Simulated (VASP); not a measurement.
# TiB2 (P6/mmm) in VASP: a series of runs

TiB2 is run at these levels: PBE; tasks: single point.

All numbers are computed with VASP 6.6.1; they aren't measurements. Logs are shortened: lines on timing, memory, paths and dates and some standing lists are left out, and cuts for length are marked.

## (1) The cell of the first run

The structure is hexagonal, space group P6/mmm (No. 191). Conventional cell: a = 2.967 Å, b = 2.967 Å, c = 3.162 Å, α = 90.00°, β = 90.00°, γ = 120.00°. Ti (site symmetry 6/mmm) has 12 B at 2.33 Å and 6 Ti at 2.97 Å within 3.1 Å. Within 2.3 Å of B (site symmetry -6m2) lie 3 B at 1.71 Å.

## (2) Single point, PBE

INCAR

```
SYSTEM = TiB2
PREC = Accurate
ENCUT = 520
EDIFF = 1E-6
ISMEAR = -1
SIGMA = 0.1
LREAL = .FALSE.
LASPH = .TRUE.
NELM = 100
ALGO = Normal
ISIF = 2
LWAVE = .FALSE.
LCHARG = .TRUE.
GGA = PE
LELF = .TRUE.
LVHAR = .TRUE.
NBANDS = 16
```

KPOINTS

```
regular mesh
0
G
  11 11 9
  0 0 0
```

POSCAR

```
TiB2
1.0
    2.9673622405      0.0000000000      0.0000000000
   -1.4836811203      2.5698110794      0.0000000000
    0.0000000000      0.0000000000      3.1624957934
Ti B
1 2
Direct
    0.0000000000      0.0000000000      0.0000000000
    0.3333333333      0.6666666667      0.5000000000
    0.6666666667      0.3333333333      0.5000000000
```

Potentials or basis: VASP PAW PBE potentials, release 64 (Ti_sv, B).

On the command line:

```console
> cat potpaw_PBE.64/Ti_sv/POTCAR potpaw_PBE.64/B/POTCAR > POTCAR
> mpirun -np 1 vasp_std > vasp.out
```

OUTCAR:

```text
SYSTEM = TiB2
   PREC = Accurate
   ENCUT = 520
   EDIFF = 1E-6
   ISMEAR = -1
   LREAL = .FALSE.
   LASPH = .TRUE.
   NELM = 100
   ISIF = 2
   GGA = PE

 ion  position               nearest neighbor table
   1  0.000  0.000  0.000-   2 2.33   2 2.33   3 2.33   3 2.33   2 2.33   3 2.33   2 2.33   3 2.33
                             3 2.33   3 2.33   2 2.33   2 2.33
   2  0.333  0.667  0.500-   3 1.71   3 1.71   3 1.71   1 2.33   1 2.33   1 2.33   1 2.33   1 2.33
                             1 2.33
   3  0.667  0.333  0.500-   2 1.71   2 1.71   2 1.71   1 2.33   1 2.33   1 2.33   1 2.33   1 2.33
                             1 2.33

  LATTYP: Found a hexagonal cell.
 ALAT       =     2.9673622405
 C/A-ratio  =     1.0657599366

  Lattice vectors:

 A1 = (   2.9673622405,   0.0000000000,   0.0000000000)
 A2 = (  -1.4836811203,   2.5698110794,   0.0000000000)
 A3 = (   0.0000000000,   0.0000000000,   3.1624957934)

Analysis of symmetry for initial positions (statically):
=====================================================================
 Subroutine PRICEL returns:
 Original cell was already a primitive cell.

 Routine SETGRP: Setting up the symmetry group for a
 hexagonal supercell.

 Subroutine GETGRP returns: Found 24 space group operations
 (whereof 24 operations were pure point group operations)
 out of a pool of 24 trial point group operations.

The static configuration has the point symmetry D_6h.

Analysis of symmetry for dynamics (positions and initial velocities):
=====================================================================
 Subroutine PRICEL returns:
 Original cell was already a primitive cell.

 Routine SETGRP: Setting up the symmetry group for a
 hexagonal supercell.

 Subroutine GETGRP returns: Found 24 space group operations
 (whereof 24 operations were pure point group operations)
 out of a pool of 24 trial point group operations.

The dynamic configuration has the point symmetry D_6h.

 Subroutine INISYM returns: Found 24 space group operations
 (whereof 24 operations are pure point group operations),
 and found     1 'primitive' translations

----------------------------------------------------------------------------------------

                                     Primitive cell

  volume of cell :      24.1158

  direct lattice vectors                    reciprocal lattice vectors
     2.967362240  0.000000000  0.000000000     0.336999638  0.194566832  0.000000000
    -1.483681120  2.569811079  0.000000000     0.000000000  0.389133664  0.000000000
     0.000000000  0.000000000  3.162495793     0.000000000  0.000000000  0.316205954

  length of vectors
     2.967362240  2.967362238  3.162495793     0.389133663  0.389133664  0.316205954

  position of ions in fractional coordinates (direct lattice)
     0.000000000  0.000000000  0.000000000
     0.333333333  0.666666667  0.500000000
     0.666666667  0.333333333  0.500000000

  ion indices of the primitive-cell ions
   primitive index   ion index
                 1           1
                 2           2
                 3           3

----------------------------------------------------------------------------------------

 KPOINTS: regular mesh

Automatic generation of k-mesh.
 Grid dimensions read from file:
 generate k-points for:   11   11    9

 Generating k-lattice:

  Cartesian coordinates                     Fractional coordinates (reciprocal lattice)
     0.030636331  0.017687894  0.000000000     0.090909091  0.000000000  0.000000000
     0.000000000  0.035375788  0.000000000     0.000000000  0.090909091  0.000000000
     0.000000000  0.000000000  0.035133995     0.000000000  0.000000000  0.111111111

  Length of vectors
     0.035375788  0.035375788  0.035133995

  Shift w.r.t. Gamma in fractional coordinates (k-lattice)
     0.000000000  0.000000000  0.000000000

 Subroutine IBZKPT returns following result:
 ===========================================

 Found     80 irreducible k-points:

 Following reciprocal coordinates:
            Coordinates               Weight
  0.000000  0.000000  0.000000      1.000000
  0.090909  0.000000  0.000000      6.000000
  0.181818  0.000000  0.000000      6.000000
  0.272727  0.000000  0.000000      6.000000
  0.363636  0.000000  0.000000      6.000000
  0.454545  0.000000  0.000000      6.000000
[... 16 lines left out ...]
  0.090909  0.090909  0.111111     12.000000
  0.181818  0.090909  0.111111     24.000000
 [... further k-points ...]
   k-points           NKPTS =     80   k-points in BZ     NKDIM =     80   number of bands    NBANDS=     16
   number of dos      NEDOS =    301   number of ions     NIONS =      3
   total plane-waves  NPLWV =  13824
   dimension x,y,z NGX =    24 NGY =   24 NGZ =   24
   dimension x,y,z NGXF=    48 NGYF=   48 NGZF=   48
   ions per type =               1   2
   NGX,Y,Z   is equivalent  to a cutoff of  13.45, 13.45, 12.62 a.u.
   NGXF,Y,Z  is equivalent  to a cutoff of  26.89, 26.89, 25.23 a.u.
 SYSTEM =  TiB2
   PREC   = accura    normal or accurate (medium, high low for compatibility)
   ISTART =      0    job   : 0-new  1-cont  2-samecut
   ICHARG =      2    charge: 1-file 2-atom 10-const
   ISPIN  =      1    spin polarized calculation?
   LNONCOLLINEAR =      F non collinear calculations
   LSORBIT =      F    spin-orbit coupling
   LASPH  =      T    aspherical Exc in radial PAW
   ENCUT  =  520.0 eV  38.22 Ry    6.18 a.u.   5.52  5.52  5.88*2*pi/ulx,y,z
   NELM   =    100;   NELMIN=  2; NELMDL= -5     # of ELM steps
   EDIFF  = 0.1E-05   stopping-criterion for ELM
   LREAL  =      F    real-space projection
   EDIFFG = 0.1E-04   stopping-criterion for IOM
   NSW    =      0    number of steps for IOM
   IBRION =     -1    ionic relax: 0-MD 1-quasi-New 2-CG
   NFREE  =      0    steps in history (QN), initial steepest desc. (CG)
   ISIF   =      2    stress and relaxation
   ISYM   =      2    0-nonsym 1-usesym 2-fastsym
   POTIM  = 0.5000    time-step for ionic-motion
   TEBEG  =    0.0;   TEEND  =   0.0 temperature during run
   PSTRESS=    0.0 pullay stress
   NELECT =      18.0000    total number of electrons
   NUPDOWN=      -1.0000    fix difference up-down
   EMIN   =  10.00;   EMAX   =-10.00  energy-range for DOS
   EFERMI =   0.00;   METHOD = LEGACY
   ISMEAR =    -1;   SIGMA  =   0.10  broadening in eV -4-tet -1-fermi 0-gaus
   EFERMI_NEDOS =   21; number of points for ismear=-14 and -15
   IALGO  =     38    algorithm
   IMIX   =      4    mixing-type and parameters
     AMIX     =   0.40;   BMIX     =  1.00
     AMIX_MAG =   1.60;   BMIX_MAG =  1.00
  volume/ion in A,a.u.               =       8.04        54.25
  Fermi-wavevector in a.u.,A,eV,Ry     =   1.485018  2.806277 30.004641  2.205279
  Thomas-Fermi vector in A             =   2.598482
   LORBIT       =      0    0 simple, 1 ext, 2 COOP (PROOUT), +10 PAW based schemes
   GGA     = PE    functional components
   LHFCALC =     F    Hartree Fock is set to
   AEXX    =    0.0000 exact exchange contribution
   IVDW    =     0    specifies the selected vdW correction
   LEPSILON=     F    determine dielectric tensor
   LRPA    =     F    only Hartree local field effects (RPA)
 non-spin polarized calculation
  energy-cutoff  :      520.00
  volume of cell :       24.12
 maximum number of plane-waves:       666
 NGX is ok and might be reduce to    24
   NGX = 11   NGY = 11   NGZ = 11

 number of electron      17.9999999 magnetization

 Free energy of the ion-electron system (eV)
  ---------------------------------------------------
  ext. energy  EPLUGINS =         0.00000000
  ---------------------------------------------------
  free energy    TOTEN  =       -24.34815988 eV

  energy without entropy =      -24.33710923  energy(sigma->0) =      -24.34263455

 E-fermi :  10.6585     XC(G=0): -13.0694

 val. band max:       10.6430870792   @ k =   0.1818   0.1818   0.1111
 cond. band min:      10.6811113401   @ k =   0.0909   0.0000   0.3333
 fundamental gap:      0.0380242609
 Fermi energy:        10.6585267959

 k-point     1 :       0.0000    0.0000    0.0000
  band No.  band energies     occupation
      1     -46.1177      2.00000
      2     -22.4835      2.00000
      3     -22.1236      2.00000
      4     -22.1236      2.00000
      5      -3.1581      2.00000
      6       7.9537      2.00000
[... 8 lines left out ...]
     15      16.7374      0.00000
     16      18.1530      0.00000

 k-point     2 :       0.0909    0.0000    0.0000
  band No.  band energies     occupation
      1     -46.1120      2.00000
      2     -22.4765      2.00000
      3     -22.1649      2.00000
      4     -22.1329      2.00000
      5      -2.9913      2.00000
      6       7.4963      2.00000
[... 8 lines left out ...]
     15      17.7285      0.00000
     16      18.6675      0.00000

 k-point     3 :       0.1818    0.0000    0.0000
  band No.  band energies     occupation
      1     -46.0969      2.00000
      2     -22.4578      2.00000
      3     -22.2746      2.00000
      4     -22.1576      2.00000
      5      -2.5038      2.00000
      6       6.3513      2.00000
[... 8 lines left out ...]
     15      19.1510      0.00000
     16      19.6715      0.00000

 k-point     4 :       0.2727    0.0000    0.0000
  band No.  band energies     occupation
      1     -46.0770      2.00000
      2     -22.4331      2.00000
      3     -22.4157      2.00000
      4     -22.1899      2.00000
      5      -1.7299      2.00000
      6       4.9012      2.00000
[... 8 lines left out ...]
     15      18.5468      0.00000
     16      20.4774      0.00000
[... 324 lines left out ...]
 k-point    22 :       0.4545    0.0000    0.1111
  band No.  band energies     occupation
      1     -46.0456      2.00000
      2     -22.6127      2.00000
      3     -22.4233      2.00000
      4     -22.2335      2.00000
      5       0.5713      2.00000
      6       1.9163      2.00000
[... 8 lines left out ...]
     15      19.5039      0.00000
     16      20.4036      0.00000

 k-point    23 :       0.0909    0.0909    0.1111
  band No.  band energies     occupation
      1     -46.0994      2.00000
      2     -22.4933      2.00000
      3     -22.2348      2.00000
      4     -22.1498      2.00000
      5      -2.5020      2.00000
      6       6.8623      2.00000
[... 8 lines left out ...]
     15      18.6915      0.00000
     16      18.9577      0.00000

 k-point    24 :       0.1818    0.0909    0.1111
  band No.  band energies     occupation
      1     -46.0819      2.00000
      2     -22.4708      2.00000
      3     -22.3530      2.00000
      4     -22.1844      2.00000
      5      -1.8907      2.00000
      6       5.6402      2.00000
[... 8 lines left out ...]
     15      19.1159      0.00000
     16      20.2690      0.00000

 [... further k-points ...]

------------------------ aborting loop because EDIFF is reached ----------------------------------------

  FORCE on cell =-STRESS in cart. coord.  units (eV):
  Direction    XX          YY          ZZ          XY          YZ          ZX
  --------------------------------------------------------------------------------------
  -------------------------------------------------------------------------------------
  Total        3.0037699      3.0037699      2.2868224     -0.0000000     -0.0000000      0.0000000
  in kB      199.5609354    199.5609349    151.9292187     -0.0000000     -0.0000000      0.0000000
  external PRESSURE =     183.6836963 kB  Pullay stress =       0.0000000 kB

 VOLUME and BASIS-vectors are now :
 -----------------------------------------------------------------------------
  energy-cutoff  :      520.00
  volume of cell :       24.12
      direct lattice vectors                 reciprocal lattice vectors
     2.967362240  0.000000000  0.000000000     0.336999638  0.194566832  0.000000000
    -1.483681120  2.569811079  0.000000000     0.000000000  0.389133664  0.000000000
     0.000000000  0.000000000  3.162495793     0.000000000  0.000000000  0.316205954

 POSITION                                       TOTAL-FORCE (eV/Angst)
 -----------------------------------------------------------------------------------
      0.00000      0.00000      0.00000        -0.000000      0.000000      0.000000
     -0.00000      1.71321      1.58125        -0.000000      0.000000      0.000000
      1.48368      0.85660      1.58125         0.000000     -0.000000     -0.000000
 -----------------------------------------------------------------------------------
    total drift:                               -0.000000      0.000000      0.000000

  FREE ENERGIE OF THE ION-ELECTRON SYSTEM (eV)
  ---------------------------------------------------
  free  energy   TOTEN  =       -24.3481598801 eV

  energy  without entropy=      -24.3371092255  energy(sigma->0) =      -24.34263455
```

Run time: 31 s. Hardware: 1 thread of Intel Xeon 8259CL, shared host; peak memory 0.16 GiB.

Results:

| Quantity | Value |
| --- | --- |
| Free energy | -24.3482 eV |
| Pressure | 18.4 GPa |
| Band gap on the k mesh | zero (band 9 reaches 10.90 eV, above the bottom of band 10 at 10.41 eV) |

Stress tensor (GPa, compression positive):
```
19.96  0.00  0.00
 0.00 19.96  0.00
 0.00  0.00 15.19
```

## (3) Single point, PBE

This run uses another cell than the first one, of 8.21 Å³/atom, 1.021 times its volume.

INCAR

```
PREC = Accurate
ENCUT = 520
EDIFF = 1E-6
ISMEAR = -1
SIGMA = 0.1
LREAL = F
LASPH = T
NELM = 60
ALGO = Normal
ISIF = 2
LWAVE = F
LCHARG = F
GGA = PE
NBANDS = 16
```

KPOINTS

```
regular mesh
0
Gamma
  11 11 9
```

POSCAR

```
TiB2
1.0
    2.9882598462      0.0000000000      0.0000000000
   -1.4941299231      2.5879089368      0.0000000000
    0.0000000000      0.0000000000      3.1847676243
Ti B
1 2
Direct
    0.0000000000      0.0000000000      0.0000000000
    0.3333333333      0.6666666667      0.5000000000
    0.6666666667      0.3333333333      0.5000000000
```

Potentials or basis: VASP PAW PBE potentials, release 64 (Ti_sv, B).

On the command line:

```console
> cat potpaw_PBE.64/Ti_sv/POTCAR potpaw_PBE.64/B/POTCAR > POTCAR
> mpirun -np 1 vasp_std > vasp.out
```

Wall time 33 s (1 thread of Intel Xeon 8259CL, shared host); peak memory 0.16 GiB.

Results (log left out):

```yaml
Free_energy: -24.3964 eV
Pressure: 11.8 GPa
Band_gap_on_the_k_mesh: zero (band 9 reaches 10.65 eV, above the bottom of band 10 at 10.18 eV)
```

Stress tensor (GPa, compression positive):
```
12.97  0.00  0.00
 0.00 12.97  0.00
 0.00  0.00  9.55
```

Levels at points of the mesh, in eV from the Fermi level:
| k point | band 6 | band 7 | band 8 | band 9 | band 10 | band 11 | band 12 | band 13 |
| --- | --- | --- | --- | --- | --- | --- | --- | --- |
| (0.00, 0.00, 0.00) | -2.66 | -2.66 | -2.31 | -2.18 | 2.04 | 2.04 | 3.88 | 3.88 |
